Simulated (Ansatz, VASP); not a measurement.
## One calculation of CdSe, two programs

```
Cd Se
1.0
     0.00000    3.09862    3.09862
     3.09862    0.00000    3.09862
     3.09862    3.09862    0.00000
Cd Se
1 1
Direct
  0.00000 0.00000 0.00000
  0.75000 0.75000 0.75000
```

Alike in both runs: functional PBE; k mesh 6 × 6 × 6; no spin polarisation.

Ansatz relaxed the structure, and its values are those at the end. VASP's run is a single point on that final structure, the one shown.

|  | VASP | Ansatz |
| --- | --- | --- |
| version | VASP 6.6.1 | Ansatz 0.2.0 |
| potentials or method | VASP PAW PBE potentials, release 64 (Cd, Se) | plane waves, PAW |
| plane-wave cutoff (eV) | 500 | 420 |
| occupations | gaussian, width 0.01 eV | fixed |
| valence electrons in the cell | 18 | 36 |

VASP gave:

| Item | Value |
| --- | --- |
| pressure (GPa) | 0.2 |

Problem. Estimate Ansatz's values.

Solution. Pressure (GPa): 0.0.

VASP's potentials hold 18 valence electrons a cell and Ansatz's 36, so a difference there can come from the potentials and not from the codes.
